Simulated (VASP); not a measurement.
# SnTe (Pm-3m) in VASP: notebook

Aim: see how the results for SnTe move with the level of theory and the settings. Levels: PBE, PBEsol-based screened hybrid with 25 % exact exchange. Tasks: single point, relaxation of cell and atoms.

All numbers are computed with VASP 6.6.1; they aren't measurements. Logs are shortened: lines on timing, memory, paths and dates and some standing lists are left out, and cuts for length are marked.

## 1. The cell of the first run

The structure is cubic, space group Pm-3m (No. 221). The conventional cell has a = 3.905 Å, b = 3.905 Å, c = 3.905 Å, α = 90.00°, β = 90.00°, γ = 90.00°. Te (site symmetry m-3m) has 8 Sn at 3.38 Å and 6 Te at 3.90 Å within 4.4 Å. Within 4.4 Å of Sn (site symmetry m-3m) lie 8 Te at 3.38 Å and 6 Sn at 3.90 Å.

## 2. Single point, PBE

INCAR

```
PREC = Accurate
ENCUT = 500
EDIFF = 1E-6
ISMEAR = 0
SIGMA = 0.025
LREAL = False
LASPH = True
NELM = 120
ALGO = Normal
ISIF = 2
LWAVE = False
LCHARG = False
GGA = PE
NBANDS = 17
GGA_COMPAT = False
```

KPOINTS

```
regular mesh
0
Gamma
  7 7 7
```

POSCAR

```
SnTe
1.0
    3.9047000000      0.0000000000      0.0000000000
    0.0000000000      3.9047000000      0.0000000000
    0.0000000000      0.0000000000      3.9047000000
Te Sn
1 1
Direct
    0.5000000000      0.5000000000      0.5000000000
    0.0000000000      0.0000000000      0.0000000000
```

Potentials or basis: VASP PAW PBE potentials, release 64 (Te, Sn_d).

On the command line:

```
$ cat potpaw_PBE.64/Te/POTCAR potpaw_PBE.64/Sn_d/POTCAR > POTCAR
$ mpirun -np 1 vasp_std > vasp.out
```

OUTCAR:

```text
PREC = Accurate
   ENCUT = 500
   EDIFF = 1E-6
   ISMEAR = 0
   LREAL = False
   LASPH = True
   NELM = 120
   ISIF = 2
   GGA = PE

 ion  position               nearest neighbor table
   1  0.500  0.500  0.500-   2 3.38   2 3.38   2 3.38   2 3.38   2 3.38   2 3.38   2 3.38   2 3.38

   2  0.000  0.000  0.000-   1 3.38   1 3.38   1 3.38   1 3.38   1 3.38   1 3.38   1 3.38   1 3.38

  LATTYP: Found a simple cubic cell.
 ALAT       =     3.9047000000

  Lattice vectors:

 A1 = (   3.9047000000,   0.0000000000,   0.0000000000)
 A2 = (   0.0000000000,   3.9047000000,   0.0000000000)
 A3 = (   0.0000000000,   0.0000000000,   3.9047000000)

Analysis of symmetry for initial positions (statically):
=====================================================================
 Subroutine PRICEL returns:
 Original cell was already a primitive cell.

 Routine SETGRP: Setting up the symmetry group for a
 simple cubic supercell.

 Subroutine GETGRP returns: Found 48 space group operations
 (whereof 48 operations were pure point group operations)
 out of a pool of 48 trial point group operations.

The static configuration has the point symmetry O_h .

Analysis of symmetry for dynamics (positions and initial velocities):
=====================================================================
 Subroutine PRICEL returns:
 Original cell was already a primitive cell.

 Routine SETGRP: Setting up the symmetry group for a
 simple cubic supercell.

 Subroutine GETGRP returns: Found 48 space group operations
 (whereof 48 operations were pure point group operations)
 out of a pool of 48 trial point group operations.

The dynamic configuration has the point symmetry O_h .

 Subroutine INISYM returns: Found 48 space group operations
 (whereof 48 operations are pure point group operations),
 and found     1 'primitive' translations

----------------------------------------------------------------------------------------

                                     Primitive cell

  volume of cell :      59.5337

  direct lattice vectors                    reciprocal lattice vectors
     3.904700000  0.000000000  0.000000000     0.256101621  0.000000000  0.000000000
     0.000000000  3.904700000  0.000000000     0.000000000  0.256101621  0.000000000
     0.000000000  0.000000000  3.904700000     0.000000000  0.000000000  0.256101621

  length of vectors
     3.904700000  3.904700000  3.904700000     0.256101621  0.256101621  0.256101621

  position of ions in fractional coordinates (direct lattice)
     0.500000000  0.500000000  0.500000000
     0.000000000  0.000000000  0.000000000

  ion indices of the primitive-cell ions
   primitive index   ion index
                 1           1
                 2           2

----------------------------------------------------------------------------------------

 KPOINTS: regular mesh

Automatic generation of k-mesh.
 Grid dimensions read from file:
 generate k-points for:    7    7    7

 Generating k-lattice:

  Cartesian coordinates                     Fractional coordinates (reciprocal lattice)
     0.036585946  0.000000000  0.000000000     0.142857143  0.000000000  0.000000000
     0.000000000  0.036585946  0.000000000     0.000000000  0.142857143  0.000000000
     0.000000000  0.000000000  0.036585946     0.000000000  0.000000000  0.142857143

  Length of vectors
     0.036585946  0.036585946  0.036585946

  Shift w.r.t. Gamma in fractional coordinates (k-lattice)
     0.000000000  0.000000000  0.000000000

 Subroutine IBZKPT returns following result:
 ===========================================

 Found     20 irreducible k-points:

 Following reciprocal coordinates:
            Coordinates               Weight
  0.000000  0.000000  0.000000      1.000000
  0.142857  0.000000  0.000000      6.000000
  0.285714  0.000000  0.000000      6.000000
  0.428571  0.000000  0.000000      6.000000
  0.142857  0.142857  0.000000     12.000000
  0.285714  0.142857  0.000000     24.000000
[... 12 lines left out ...]
  0.428571  0.428571  0.285714     24.000000
  0.428571  0.428571  0.428571      8.000000
   k-points           NKPTS =     20   k-points in BZ     NKDIM =     20   number of bands    NBANDS=     17
   number of dos      NEDOS =    301   number of ions     NIONS =      2
   total plane-waves  NPLWV =  21952
   dimension x,y,z NGX =    28 NGY =   28 NGZ =   28
   dimension x,y,z NGXF=    56 NGYF=   56 NGZF=   56
   ions per type =               1   1
   NGX,Y,Z   is equivalent  to a cutoff of  11.92, 11.92, 11.92 a.u.
   NGXF,Y,Z  is equivalent  to a cutoff of  23.84, 23.84, 23.84 a.u.
 SYSTEM =  unknown system
   PREC   = accura    normal or accurate (medium, high low for compatibility)
   ISTART =      0    job   : 0-new  1-cont  2-samecut
   ICHARG =      2    charge: 1-file 2-atom 10-const
   ISPIN  =      1    spin polarized calculation?
   LNONCOLLINEAR =      F non collinear calculations
   LSORBIT =      F    spin-orbit coupling
   LASPH  =      T    aspherical Exc in radial PAW
   ENCUT  =  500.0 eV  36.75 Ry    6.06 a.u.   7.12  7.12  7.12*2*pi/ulx,y,z
   NELM   =    120;   NELMIN=  2; NELMDL= -5     # of ELM steps
   EDIFF  = 0.1E-05   stopping-criterion for ELM
   LREAL  =      F    real-space projection
   EDIFFG = 0.1E-04   stopping-criterion for IOM
   NSW    =      0    number of steps for IOM
   IBRION =     -1    ionic relax: 0-MD 1-quasi-New 2-CG
   NFREE  =      0    steps in history (QN), initial steepest desc. (CG)
   ISIF   =      2    stress and relaxation
   ISYM   =      2    0-nonsym 1-usesym 2-fastsym
   POTIM  = 0.5000    time-step for ionic-motion
   TEBEG  =    0.0;   TEEND  =   0.0 temperature during run
   PSTRESS=    0.0 pullay stress
   NELECT =      20.0000    total number of electrons
   NUPDOWN=      -1.0000    fix difference up-down
   EMIN   =  10.00;   EMAX   =-10.00  energy-range for DOS
   EFERMI =   0.00;   METHOD = LEGACY
   ISMEAR =     0;   SIGMA  =   0.03  broadening in eV -4-tet -1-fermi 0-gaus
   EFERMI_NEDOS =   21; number of points for ismear=-14 and -15
   IALGO  =     38    algorithm
   IMIX   =      4    mixing-type and parameters
     AMIX     =   0.40;   BMIX     =  1.00
     AMIX_MAG =   1.60;   BMIX_MAG =  1.00
  volume/ion in A,a.u.               =      29.77       200.88
  Fermi-wavevector in a.u.,A,eV,Ry     =   1.138057  2.150615 17.621893  1.295173
  Thomas-Fermi vector in A             =   2.274761
   LORBIT       =      0    0 simple, 1 ext, 2 COOP (PROOUT), +10 PAW based schemes
   GGA     = PE    functional components
   LHFCALC =     F    Hartree Fock is set to
   AEXX    =    0.0000 exact exchange contribution
   IVDW    =     0    specifies the selected vdW correction
   LEPSILON=     F    determine dielectric tensor
   LRPA    =     F    only Hartree local field effects (RPA)
 non-spin polarized calculation
 Gauss-broadening in eV      SIGMA  =   0.03
  energy-cutoff  :      500.00
  volume of cell :       59.53
 maximum number of plane-waves:      1521
   NGX = 15   NGY = 15   NGZ = 15

 number of electron      19.9999991 magnetization

 Free energy of the ion-electron system (eV)
  ---------------------------------------------------
  ext. energy  EPLUGINS =         0.00000000
  ---------------------------------------------------
  free energy    TOTEN  =        -7.06835546 eV

  energy without entropy =       -7.06675466  energy(sigma->0) =       -7.06755506

 E-fermi :   6.9676     XC(G=0):  -9.8823

 val. band max:        6.9507517434   @ k =   0.4286   0.2857   0.2857
 cond. band min:       6.9747105739   @ k =   0.4286   0.2857   0.0000
 fundamental gap:      0.0239588306
 Fermi energy:         6.9675797723

 k-point     1 :       0.0000    0.0000    0.0000
  band No.  band energies     occupation
      1     -14.5335      2.00000
      2     -14.5335      2.00000
      3     -14.4969      2.00000
      4     -14.4969      2.00000
      5     -14.4969      2.00000
      6      -5.3043      2.00000
[... 9 lines left out ...]
     16      17.8970      0.00000
     17      17.8970      0.00000

 k-point     2 :       0.1429    0.0000    0.0000
  band No.  band energies     occupation
      1     -14.5333      2.00000
      2     -14.5274      2.00000
      3     -14.4989      2.00000
      4     -14.4989      2.00000
      5     -14.4967      2.00000
      6      -5.1479      2.00000
[... 9 lines left out ...]
     16      17.1329      0.00000
     17      17.4527      0.00000

 k-point     3 :       0.2857    0.0000    0.0000
  band No.  band energies     occupation
      1     -14.5327      2.00000
      2     -14.5137      2.00000
      3     -14.5034      2.00000
      4     -14.5034      2.00000
      5     -14.4964      2.00000
      6      -4.7203      2.00000
[... 9 lines left out ...]
     16      15.1771      0.00000
     17      17.6869      0.00000

 k-point     4 :       0.4286    0.0000    0.0000
  band No.  band energies     occupation
      1     -14.5323      2.00000
      2     -14.5070      2.00000
      3     -14.5070      2.00000
      4     -14.5027      2.00000
      5     -14.4962      2.00000
      6      -4.2328      2.00000
[... 9 lines left out ...]
     16      17.7146      0.00000
     17      18.6269      0.00000
[... 263 lines left out ...]
      1     -14.5150      2.00000
      2     -14.5138      2.00000
      3     -14.5092      2.00000
      4     -14.5020      2.00000
      5     -14.4910      2.00000
      6      -3.4041      2.00000
[... 9 lines left out ...]
     16      16.7957      0.00000
     17      18.7536      0.00000

 k-point    19 :       0.4286    0.4286    0.2857
  band No.  band energies     occupation
      1     -14.5191      2.00000
      2     -14.5133      2.00000
      3     -14.5131      2.00000
      4     -14.4963      2.00000
      5     -14.4851      2.00000
      6      -3.1483      2.00000
[... 9 lines left out ...]
     16      18.2004      0.00000
     17      19.4350      0.00000

 k-point    20 :       0.4286    0.4286    0.4286
  band No.  band energies     occupation
      1     -14.5179      2.00000
      2     -14.5176      2.00000
      3     -14.5176      2.00000
      4     -14.4849      2.00000
      5     -14.4849      2.00000
      6      -2.9416      2.00000
[... 9 lines left out ...]
     16      19.7992      0.00000
     17      21.6364      0.00000

------------------------ aborting loop because EDIFF is reached ----------------------------------------

  FORCE on cell =-STRESS in cart. coord.  units (eV):
  Direction    XX          YY          ZZ          XY          YZ          ZX
  --------------------------------------------------------------------------------------
  -------------------------------------------------------------------------------------
  Total       -0.4207352     -0.4207352     -0.4207352      0.0000000     -0.0000000     -0.0000000
  in kB      -11.3228681    -11.3228681    -11.3228681      0.0000000     -0.0000000     -0.0000000
  external PRESSURE =     -11.3228681 kB  Pullay stress =       0.0000000 kB

 VOLUME and BASIS-vectors are now :
 -----------------------------------------------------------------------------
  energy-cutoff  :      500.00
  volume of cell :       59.53
      direct lattice vectors                 reciprocal lattice vectors
     3.904700000  0.000000000  0.000000000     0.256101621  0.000000000  0.000000000
     0.000000000  3.904700000  0.000000000     0.000000000  0.256101621  0.000000000
     0.000000000  0.000000000  3.904700000     0.000000000  0.000000000  0.256101621

 POSITION                                       TOTAL-FORCE (eV/Angst)
 -----------------------------------------------------------------------------------
      1.95235      1.95235      1.95235         0.000000      0.000000      0.000000
      0.00000      0.00000      0.00000         0.000000      0.000000      0.000000
 -----------------------------------------------------------------------------------
    total drift:                               -0.000000      0.000000     -0.000000

  FREE ENERGIE OF THE ION-ELECTRON SYSTEM (eV)
  ---------------------------------------------------
  free  energy   TOTEN  =        -7.0683554553 eV

  energy  without entropy=       -7.0667546640  energy(sigma->0) =       -7.06755506
```

It took 17 s on 1 thread of Intel Xeon Platinum 8488C (Sapphire Rapids), shared host; peak memory 0.16 GiB.

What came out:

* Free energy: -7.0684 eV
* Pressure: -1.1 GPa
* Band gap on the k mesh: zero (bands 10 and 11 overlap by 1.03 eV)

Caveat: spin-orbit coupling is left out, which moves the levels of the heavy elements.

## 3. Single point, PBE

INCAR

```
ALGO = Normal
EDIFF = 1E-6
ENCUT = 500
GGA = PE
GGA_COMPAT = F
ISIF = 2
ISMEAR = 0
LASPH = T
LCHARG = F
LREAL = F
LWAVE = F
NBANDS = 17
NELM = 120
PREC = Accurate
SIGMA = 0.026000000000000002
```

KPOINTS

```
k-points
0
Gamma
  7 7 7
```

POSCAR is that of step 2.

Potentials or basis: VASP PAW PBE potentials, release 64 (Te, Sn_d).

On the command line:

```
$ cat potpaw_PBE.64/Te/POTCAR potpaw_PBE.64/Sn_d/POTCAR > POTCAR
$ mpirun -np 1 vasp_std > vasp.out
```

Run time: 14 s. Hardware: 1 thread of Intel Xeon Platinum 8488C (Sapphire Rapids), shared host; peak memory 0.16 GiB.

Results (log left out):

```yaml
Free_energy: -7.0684 eV
Pressure: -1.2 GPa
Band_gap_on_the_k_mesh: zero (bands 10 and 11 overlap by 1.03 eV)
```

Levels at points of the mesh, in eV from the Fermi level:
| k point | band 8 | band 9 | band 10 | band 11 | band 12 | band 13 |
| --- | --- | --- | --- | --- | --- | --- |
| (0.00, 0.00, 0.00) | -1.68 | -1.68 | -1.68 | 3.66 | 3.66 | 5.42 |

Caveat: spin-orbit coupling is left out, which moves the levels of the heavy elements.

(Part 1 of 2 ends here.)
